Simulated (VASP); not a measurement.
## Ta: single point with PBEsol

The system is Ta.

```
CELL_PARAMETERS angstrom
2.86694 0.00000 0.00000
-1.43347 2.48284 0.00000
0.00000 0.00000 5.09141
ATOMIC_POSITIONS crystal
Ta 0.66667 0.33333 0.75000
Ta 0.33333 0.66667 0.25000
```

| Property | Result |
| --- | --- |
| Program | VASP 6.6.1 |
| Task | single point |
| Functional | PBEsol |
| Potentials or basis | VASP PAW PBE potentials, release 64 (Ta_pv) |
| Cutoff | 520 eV |
| k mesh | 12 × 12 × 8 |
| Occupations | gaussian, width 0.15 eV |
| Spin | no spin polarisation |

```yaml
Pressure: -0.1 GPa
Band_gap_on_the_k_mesh: zero (band 11 reaches 7.33 eV, above the bottom of band 12 at 4.94 eV)
```

Stress tensor (GPa, compression positive):
```
-0.39  0.00  0.00
 0.00 -0.39  0.00
 0.00  0.00  0.46
```

Levels at points of the mesh, in eV from the Fermi level:
```
           k point  band 8  band 9  band 10  band 11  band 12  band 13  band 14  band 15
(0.00, 0.00, 0.00)   -5.03   -0.59     0.02     0.58     0.58     1.18     1.18     3.03
(0.50, 0.00, 0.00)   -4.01   -3.51    -0.40    -0.38     0.53     0.82     5.78     6.70
(0.00, 0.00, 0.50)   -6.44   -1.21    -1.21     0.63     0.63     0.63     0.63     4.57
(0.50, 0.00, 0.50)   -4.50   -2.42    -2.42     1.62     1.62     2.65     2.65     5.79
```

It took 22 s on 1 thread of Intel(R) Xeon(R) 6975P-C (Granite Rapids) (shared host), peak memory 0.19 GiB.

Caveat: the PAW data sets were made with another functional, which shifts forces and pressure a little; spin-orbit coupling is left out, which moves the levels of the heavy elements.
